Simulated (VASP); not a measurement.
# SiO2 (Pnnm) in VASP: further runs

The runs below take SiO2 through single point, with r2SCAN.

Everything below comes from runs of VASP 6.6.1. Logs are shortened: lines on timing, memory, paths and dates and some standing lists are left out, and cuts for length are marked.

### 1 The cell of the first run

It takes space group Pnnm (No. 58, orthorhombic). The conventional cell has a = 4.185 Å, b = 4.332 Å, c = 2.669 Å, α = 90.00°, β = 90.00°, γ = 90.00°. Si (site symmetry 2/m) has 6 O at 1.77 to 1.84 Å within 2.4 Å. O (site symmetry m) has 3 Si at 1.77 to 1.84 Å and 1 O at 2.34 Å within 2.4 Å.

### 2 Single point, r2SCAN (strain +0.0350 x Voigt [0, 1, 0, 0, 0, 0])

The input, POSCAR:

```
SiO2
1.0
    4.1854060871      0.0000000000      0.0000000000
    0.0000000000      4.3318953001      0.0000000000
    0.0000000000      0.0000000000      2.6687449852
Si O
2 4
Direct
    0.5000000000      0.5000000000      0.5000000000
    0.0000000000      0.0000000000      0.0000000000
    0.6938852015      0.6938852015      0.0000000000
    0.1938852015      0.8061147985      0.5000000000
    0.3061147985      0.3061147985      0.0000000000
    0.8061147985      0.1938852015      0.5000000000
```

The input, INCAR.step1:

```
SYSTEM = SiO2
PREC = Accurate
ENCUT = 520
ISMEAR = 0
SIGMA = 0.05
LREAL = .FALSE.
LASPH = .TRUE.
NELM = 80
NBANDS = 25
GGA = PE
ALGO = Normal
EDIFF = 1E-4
LWAVE = .TRUE.
LCHARG = .FALSE.
```

The input, INCAR.step2:

```
SYSTEM = SiO2
PREC = Accurate
ENCUT = 520
EDIFF = 1E-6
ISMEAR = 0
SIGMA = 0.05
LREAL = .FALSE.
LASPH = .TRUE.
NELM = 80
ALGO = Normal
ISIF = 2
LWAVE = .FALSE.
LCHARG = .FALSE.
METAGGA = R2SCAN
LMIXTAU = .TRUE.
NBANDS = 25
ISTART = 1
```

The input, KPOINTS:

```
regular mesh
0
G
  6 6 8
  0 0 0
```

Potentials or basis: VASP PAW PBE potentials, release 64 (Si, O).

The run is started by

```
$ cat potpaw_PBE.64/Si/POTCAR potpaw_PBE.64/O/POTCAR > POTCAR
$ cp INCAR.step1 INCAR
$ mpirun -np 1 vasp_std > vasp.out
$ cp INCAR.step2 INCAR
$ mpirun -np 1 vasp_std > vasp.out
```

OUTCAR:

```text
SYSTEM = SiO2
   PREC = Accurate
   ENCUT = 520
   EDIFF = 1E-6
   ISMEAR = 0
   LREAL = .FALSE.
   LASPH = .TRUE.
   NELM = 80
   ISIF = 2
   METAGGA = R2SCAN
   ISTART = 1

 ion  position               nearest neighbor table
   1  0.500  0.500  0.500-   3 1.77   5 1.77   3 1.77   5 1.77   4 1.84   6 1.84
   2  0.000  0.000  0.000-   4 1.77   6 1.77   4 1.77   6 1.77   5 1.84   3 1.84
   3  0.694  0.694  0.000-   1 1.77   1 1.77   2 1.84
   4  0.194  0.806  0.500-   2 1.77   2 1.77   1 1.84
   5  0.306  0.306  0.000-   1 1.77   1 1.77   2 1.84
   6  0.806  0.194  0.500-   2 1.77   2 1.77   1 1.84

  LATTYP: Found a simple orthorhombic cell.
 ALAT       =     2.6687449852
 B/A-ratio  =     1.5683049937
 C/A-ratio  =     1.6231956684

  Lattice vectors:

 A1 = (   0.0000000000,   0.0000000000,   2.6687449852)
 A2 = (   4.1854060871,   0.0000000000,   0.0000000000)
 A3 = (   0.0000000000,   4.3318953001,   0.0000000000)

Analysis of symmetry for initial positions (statically):
=====================================================================
 Subroutine PRICEL returns:
 Original cell was already a primitive cell.

 Routine SETGRP: Setting up the symmetry group for a
 simple orthorhombic supercell.

 Subroutine GETGRP returns: Found  8 space group operations
 (whereof  4 operations were pure point group operations)
 out of a pool of  8 trial point group operations.

The static configuration has the point symmetry C_2h.
 The point group associated with its full space group is D_2h.

Analysis of symmetry for dynamics (positions and initial velocities):
=====================================================================
 Subroutine PRICEL returns:
 Original cell was already a primitive cell.

 Routine SETGRP: Setting up the symmetry group for a
 simple orthorhombic supercell.

 Subroutine GETGRP returns: Found  8 space group operations
 (whereof  4 operations were pure point group operations)
 out of a pool of  8 trial point group operations.

The dynamic configuration has the point symmetry C_2h.
 The point group associated with its full space group is D_2h.

 Subroutine INISYM returns: Found  8 space group operations
 (whereof  4 operations are pure point group operations),
 and found     1 'primitive' translations

----------------------------------------------------------------------------------------

                                     Primitive cell

  volume of cell :      48.3863

  direct lattice vectors                    reciprocal lattice vectors
     4.185406087  0.000000000  0.000000000     0.238925442  0.000000000  0.000000000
     0.000000000  4.331895300  0.000000000     0.000000000  0.230845838  0.000000000
     0.000000000  0.000000000  2.668744985     0.000000000  0.000000000  0.374707964

  length of vectors
     4.185406087  4.331895300  2.668744985     0.238925442  0.230845838  0.374707964

  position of ions in fractional coordinates (direct lattice)
     0.500000000  0.500000000  0.500000000
     0.000000000  0.000000000  0.000000000
     0.693885202  0.693885202  0.000000000
     0.193885202  0.806114798  0.500000000
     0.306114798  0.306114798  0.000000000
     0.806114798  0.193885202  0.500000000

  ion indices of the primitive-cell ions
   primitive index   ion index
                 1           1
                 2           2
                 3           3
                 4           4
                 5           5
                 6           6

----------------------------------------------------------------------------------------

 KPOINTS: regular mesh

Automatic generation of k-mesh.
 Grid dimensions read from file:
 generate k-points for:    6    6    8

 Generating k-lattice:

  Cartesian coordinates                     Fractional coordinates (reciprocal lattice)
     0.039820907  0.000000000  0.000000000     0.166666667  0.000000000  0.000000000
     0.000000000  0.038474306  0.000000000     0.000000000  0.166666667  0.000000000
     0.000000000  0.000000000  0.046838496     0.000000000  0.000000000  0.125000000

  Length of vectors
     0.039820907  0.038474306  0.046838496

  Shift w.r.t. Gamma in fractional coordinates (k-lattice)
     0.000000000  0.000000000  0.000000000

 Subroutine IBZKPT returns following result:
 ===========================================

 Found     80 irreducible k-points:

 Following reciprocal coordinates:
            Coordinates               Weight
  0.000000  0.000000  0.000000      1.000000
  0.166667  0.000000  0.000000      2.000000
  0.333333  0.000000  0.000000      2.000000
  0.500000  0.000000  0.000000      1.000000
  0.000000  0.166667  0.000000      2.000000
  0.166667  0.166667  0.000000      4.000000
[... 16 lines left out ...]
  0.333333  0.166667  0.125000      8.000000
  0.500000  0.166667  0.125000      4.000000
 [... further k-points ...]
   k-points           NKPTS =     80   k-points in BZ     NKDIM =     80   number of bands    NBANDS=     25
   number of dos      NEDOS =    301   number of ions     NIONS =      6
   total plane-waves  NPLWV =  20480
   dimension x,y,z NGX =    32 NGY =   32 NGZ =   20
   dimension x,y,z NGXF=    64 NGYF=   64 NGZF=   40
   ions per type =               2   4
   NGX,Y,Z   is equivalent  to a cutoff of  12.71, 12.28, 12.46 a.u.
   NGXF,Y,Z  is equivalent  to a cutoff of  25.42, 24.56, 24.92 a.u.
 SYSTEM =  SiO2
   PREC   = accura    normal or accurate (medium, high low for compatibility)
   ISTART =      1    job   : 0-new  1-cont  2-samecut
   ICHARG =      0    charge: 1-file 2-atom 10-const
   ISPIN  =      1    spin polarized calculation?
   LNONCOLLINEAR =      F non collinear calculations
   LSORBIT =      F    spin-orbit coupling
   LASPH  =      T    aspherical Exc in radial PAW
   ENCUT  =  520.0 eV  38.22 Ry    6.18 a.u.   7.78  8.05  4.96*2*pi/ulx,y,z
   NELM   =     80;   NELMIN=  2; NELMDL=  0     # of ELM steps
   EDIFF  = 0.1E-05   stopping-criterion for ELM
   LREAL  =      F    real-space projection
   EDIFFG = 0.1E-04   stopping-criterion for IOM
   NSW    =      0    number of steps for IOM
   IBRION =     -1    ionic relax: 0-MD 1-quasi-New 2-CG
   NFREE  =      0    steps in history (QN), initial steepest desc. (CG)
   ISIF   =      2    stress and relaxation
   ISYM   =      2    0-nonsym 1-usesym 2-fastsym
   POTIM  = 0.5000    time-step for ionic-motion
   TEBEG  =    0.0;   TEEND  =   0.0 temperature during run
   PSTRESS=    0.0 pullay stress
   NELECT =      32.0000    total number of electrons
   NUPDOWN=      -1.0000    fix difference up-down
   EMIN   =  10.00;   EMAX   =-10.00  energy-range for DOS
   EFERMI =   0.00;   METHOD = LEGACY
   ISMEAR =     0;   SIGMA  =   0.05  broadening in eV -4-tet -1-fermi 0-gaus
   EFERMI_NEDOS =   21; number of points for ismear=-14 and -15
   IALGO  =     38    algorithm
   IMIX   =      4    mixing-type and parameters
     AMIX     =   0.40;   BMIX     =  1.00
     AMIX_MAG =   1.60;   BMIX_MAG =  1.00
  volume/ion in A,a.u.               =       8.06        54.42
  Fermi-wavevector in a.u.,A,eV,Ry     =   1.426321  2.695356 27.679579  2.034392
  Thomas-Fermi vector in A             =   2.546611
   LORBIT       =      0    0 simple, 1 ext, 2 COOP (PROOUT), +10 PAW based schemes
   METAGGA = R2SCAN    functional components
   LHFCALC =     F    Hartree Fock is set to
   AEXX    =    0.0000 exact exchange contribution
   IVDW    =     0    specifies the selected vdW correction
   LEPSILON=     F    determine dielectric tensor
   LRPA    =     F    only Hartree local field effects (RPA)
 non-spin polarized calculation
 Gauss-broadening in eV      SIGMA  =   0.05
  energy-cutoff  :      520.00
  volume of cell :       48.39
 maximum number of plane-waves:      1322
 NGX is ok and might be reduce to    32
   NGX = 15   NGY = 17   NGZ =  9

 number of electron      31.9999992 magnetization

 Free energy of the ion-electron system (eV)
  ---------------------------------------------------
  ext. energy  EPLUGINS =         0.00000000
  ---------------------------------------------------
  free energy    TOTEN  =       -58.69564409 eV

  energy without entropy =      -58.69564409  energy(sigma->0) =      -58.69564409

 E-fermi :   7.6280     XC(G=0): -12.6764

 val. band max:        7.2962504176   @ k =   0.0000   0.0000   0.0000
 cond. band min:      13.2152584835   @ k =   0.0000   0.0000   0.0000
 fundamental gap:      5.9190080659
 Fermi energy:         7.6280291370

 k-point     1 :       0.0000    0.0000    0.0000
  band No.  band energies     occupation
      1     -15.8836      2.00000
      2     -12.6429      2.00000
      3     -12.3744      2.00000
      4     -12.2886      2.00000
      5      -3.5181      2.00000
      6       0.8473      2.00000
[... 17 lines left out ...]
     24      22.2379      0.00000
     25      23.5971      0.00000

 k-point     2 :       0.1667    0.0000    0.0000
  band No.  band energies     occupation
      1     -15.7405      2.00000
      2     -13.0242      2.00000
      3     -12.5675      2.00000
      4     -11.9485      2.00000
      5      -3.3182      2.00000
      6       0.2186      2.00000
[... 17 lines left out ...]
     24      21.4682      0.00000
     25      23.6853      0.00000

 k-point     3 :       0.3333    0.0000    0.0000
  band No.  band energies     occupation
      1     -15.3229      2.00000
      2     -13.8620      2.00000
      3     -12.3635      2.00000
      4     -11.9112      2.00000
      5      -2.7708      2.00000
      6      -0.9212      2.00000
[... 552 lines left out ...]
 k-point    23 :       0.3333    0.1667    0.1250
  band No.  band energies     occupation
      1     -15.0183      2.00000
      2     -13.7106      2.00000
      3     -12.4449      2.00000
      4     -11.9322      2.00000
      5      -2.3743      2.00000
      6      -0.7137      2.00000
[... 17 lines left out ...]
     24      21.7814      0.00000
     25      22.3366      0.00000

 k-point    24 :       0.5000    0.1667    0.1250
  band No.  band energies     occupation
      1     -14.4155      2.00000
      2     -14.4155      2.00000
      3     -12.1847      2.00000
      4     -12.1847      2.00000
      5      -1.5780      2.00000
      6      -1.5780      2.00000
[... 17 lines left out ...]
     24      21.2491      0.00000
     25      22.9635      0.00000

 [... further k-points ...]

------------------------ aborting loop because EDIFF is reached ----------------------------------------

  FORCE on cell =-STRESS in cart. coord.  units (eV):
  Direction    XX          YY          ZZ          XY          YZ          ZX
  --------------------------------------------------------------------------------------
  -------------------------------------------------------------------------------------
  Total       -1.7323044     -5.4398854     -1.5349865      0.0000000      0.0000000      0.0000000
  in kB      -57.3603999   -180.1265374    -50.8267717      0.0000000      0.0000000      0.0000000
  external PRESSURE =     -96.1045696 kB  Pullay stress =       0.0000000 kB

 VOLUME and BASIS-vectors are now :
 -----------------------------------------------------------------------------
  energy-cutoff  :      520.00
  volume of cell :       48.39
      direct lattice vectors                 reciprocal lattice vectors
     4.185406087  0.000000000  0.000000000     0.238925442  0.000000000  0.000000000
     0.000000000  4.331895300  0.000000000     0.000000000  0.230845838  0.000000000
     0.000000000  0.000000000  2.668744985     0.000000000  0.000000000  0.374707964

 POSITION                                       TOTAL-FORCE (eV/Angst)
 -----------------------------------------------------------------------------------
      2.09270      2.16595      1.33437         0.000000      0.000000      0.000000
      0.00000      0.00000      0.00000         0.000000      0.000000      0.000000
      2.90419      3.00584      0.00000        -0.170598     -0.351001      0.000000
      0.81149      3.49200      1.33437        -0.170598      0.351001      0.000000
      1.28121      1.32606      0.00000         0.170598      0.351001     -0.000000
      3.37392      0.83989      1.33437         0.170598     -0.351001     -0.000000
 -----------------------------------------------------------------------------------
    total drift:                                0.000000     -0.000000      0.000000

  FREE ENERGIE OF THE ION-ELECTRON SYSTEM (eV)
  ---------------------------------------------------
  free  energy   TOTEN  =       -58.6956440858 eV

  energy  without entropy=      -58.6956440858  energy(sigma->0) =      -58.69564409
```

It took 4.9 min on 1 thread of Intel Xeon 8259CL, shared host; peak memory 0.21 GiB.

Results:

| Quantity | Value |
| --- | --- |
| Free energy | -58.6956 eV |
| Pressure | -9.6 GPa |
| Largest force | 0.390 eV/Å |
| Band gap on the k mesh | 5.92 eV |

Forces in eV/Å, atoms in the order of the input:
```
Si   0.000  0.000  0.000
Si   0.000  0.000  0.000
O   -0.171 -0.351  0.000
O   -0.171  0.351  0.000
O    0.171  0.351  0.000
O    0.171 -0.351  0.000
```

Levels at points of the mesh, in eV from the valence-band top:
| k point | band 14 | band 15 | band 16 | band 17 | band 18 | band 19 |
| --- | --- | --- | --- | --- | --- | --- |
| (0.00, 0.00, 0.00) | -1.04 | -0.72 | 0.00 | 5.92 | 7.76 | 9.19 |
| (0.50, 0.00, 0.00) | -2.61 | -1.16 | -1.16 | 8.31 | 8.31 | 9.97 |
| (0.00, 0.50, 0.00) | -2.51 | -0.96 | -0.96 | 8.36 | 8.36 | 10.05 |
| (0.50, 0.50, 0.00) | -2.56 | -2.25 | -2.25 | 8.11 | 8.11 | 10.89 |
| (0.00, 0.00, 0.50) | -2.89 | -2.59 | -2.59 | 9.59 | 9.59 | 13.28 |
| (0.50, 0.00, 0.50) | -2.20 | -1.61 | -1.61 | 9.47 | 9.47 | 10.38 |
| (0.00, 0.50, 0.50) | -2.30 | -1.82 | -1.82 | 9.22 | 9.22 | 10.25 |
| (0.50, 0.50, 0.50) | -1.75 | -1.52 | -1.52 | 7.64 | 7.64 | 11.54 |

Caveat: the cell differs from its parent crystal (strain +0.0350 x Voigt [0, 1, 0, 0, 0, 0]); the cell stands under tension; the PAW data sets were made with another functional, which shifts forces and pressure a little. A k mesh can miss the band edges.

### 3 Single point, r2SCAN (strain +0.0400 x Voigt [0, 1, 0, 0, 0, 0])

POSCAR: that of step 2 with these lines changed.

```diff
@@ -3,3 +3,3 @@
     4.1854060871      0.0000000000      0.0000000000
-    0.0000000000      4.3318953001      0.0000000000
+    0.0000000000      4.3528223306      0.0000000000
     0.0000000000      0.0000000000      2.6687449852
```

The input, INCAR.step1:

```
SYSTEM = SiO2
PREC = Accurate
ENCUT = 520
ISMEAR = 0
SIGMA = 0.05
LREAL = .False.
LASPH = .True.
NELM = 100
NBANDS = 25
GGA = PE
ALGO = Normal
EDIFF = 1E-4
LWAVE = .True.
LCHARG = .False.
```

The input, INCAR.step2:

```
SYSTEM = SiO2
PREC = Accurate
ENCUT = 520
EDIFF = 1E-6
ISMEAR = 0
SIGMA = 0.05
LREAL = .False.
LASPH = .True.
NELM = 100
ALGO = Normal
ISIF = 2
LWAVE = .False.
LCHARG = .True.
METAGGA = R2SCAN
LMIXTAU = .True.
LELF = .True.
LVHAR = .True.
NBANDS = 25
ISTART = 1
```

The input, KPOINTS:

```
Automatic mesh
0
Gamma
  6 6 8
  0 0 0
```

Potentials or basis: VASP PAW PBE potentials, release 64 (Si, O).

The run is started by

```
$ cat potpaw_PBE.64/Si/POTCAR potpaw_PBE.64/O/POTCAR > POTCAR
$ cp INCAR.step1 INCAR
$ mpirun -np 1 vasp_std > vasp.out
$ cp INCAR.step2 INCAR
$ mpirun -np 1 vasp_std > vasp.out
```

Run time: 4.7 min. Hardware: 1 thread of Intel Xeon 8259CL, shared host; peak memory 0.21 GiB.

The run converged. Its results:

```
Free energy            : -58.6681 eV
Pressure               : -10.9 GPa
Largest force          : 0.453 eV/Å
Band gap on the k mesh : 5.83 eV
```

Forces on the atoms (eV/Å):
```
Si   0.000  0.000  0.000
Si   0.000  0.000  0.000
O   -0.200 -0.406  0.000
O   -0.200  0.406  0.000
O    0.200  0.406  0.000
O    0.200 -0.406  0.000
```

Stress tensor (GPa, compression positive):
```
 -6.44   0.00   0.00
  0.00 -20.38   0.00
  0.00   0.00  -5.84
```

Levels at points of the mesh, in eV from the valence-band top:
| k point | band 13 | band 14 | band 15 | band 16 | band 17 | band 18 | band 19 | band 20 |
| --- | --- | --- | --- | --- | --- | --- | --- | --- |
| (0.00, 0.00, 0.00) | -2.38 | -1.06 | -0.70 | 0.00 | 5.83 | 7.78 | 9.15 | 9.63 |
| (0.50, 0.00, 0.00) | -2.59 | -2.59 | -1.17 | -1.17 | 8.25 | 8.25 | 9.96 | 9.96 |
| (0.00, 0.50, 0.00) | -2.49 | -2.49 | -0.94 | -0.94 | 8.30 | 8.30 | 10.05 | 10.05 |
| (0.50, 0.50, 0.00) | -2.54 | -2.54 | -2.24 | -2.24 | 8.07 | 8.07 | 10.86 | 10.86 |
| (0.00, 0.00, 0.50) | -2.86 | -2.86 | -2.57 | -2.57 | 9.51 | 9.51 | 13.19 | 13.19 |
| (0.50, 0.00, 0.50) | -2.19 | -2.19 | -1.58 | -1.58 | 9.41 | 9.41 | 10.31 | 10.31 |
| (0.00, 0.50, 0.50) | -2.30 | -2.30 | -1.82 | -1.82 | 9.13 | 9.13 | 10.17 | 10.17 |
| (0.50, 0.50, 0.50) | -1.75 | -1.75 | -1.51 | -1.51 | 7.57 | 7.57 | 11.46 | 11.46 |

Caveat: the cell differs from its parent crystal (strain +0.0400 x Voigt [0, 1, 0, 0, 0, 0]); the cell stands under tension; the PAW data sets were made with another functional, which shifts forces and pressure a little. A k mesh can miss the band edges.
